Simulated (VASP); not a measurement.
Input of a VASP 6.6.1 run:

File INCAR:

```
ALGO = Normal ; EDIFF = 1E-7
ENCUT = 520 ; ISIF = 2
ISMEAR = -1 ; LASPH = T
LCHARG = T ; LELF = T
LREAL = F ; LVHAR = T
LWAVE = F ; NBANDS = 10
NELM = 80 ; PREC = Accurate
SIGMA = 0.05
```

The input KPOINTS:

```
k-points
0
Gamma
  13 13 13
```

Contents of POSCAR:

```
I
1.0
    2.7883292647      0.0000000000      0.0000000000
    0.0000000000      2.7883292647      0.0000000000
    0.0000000000      0.0000000000      2.7883292647
I
1
Direct
    0.0000000000      0.0000000000      0.0000000000
```

Potentials or basis: VASP PAW LDA potentials, release 64 (I).

Run with:

```console
$ cat potpaw_LDA.64/I/POTCAR > POTCAR
$ mpirun -np 1 vasp_std > vasp.out
```

**Question.** Estimate the pressure.

**Answer.** 64.0 GPa.

Caveat: an odd number of electrons without spin polarisation forces a metal; a magnetic or distorted state may lie lower.
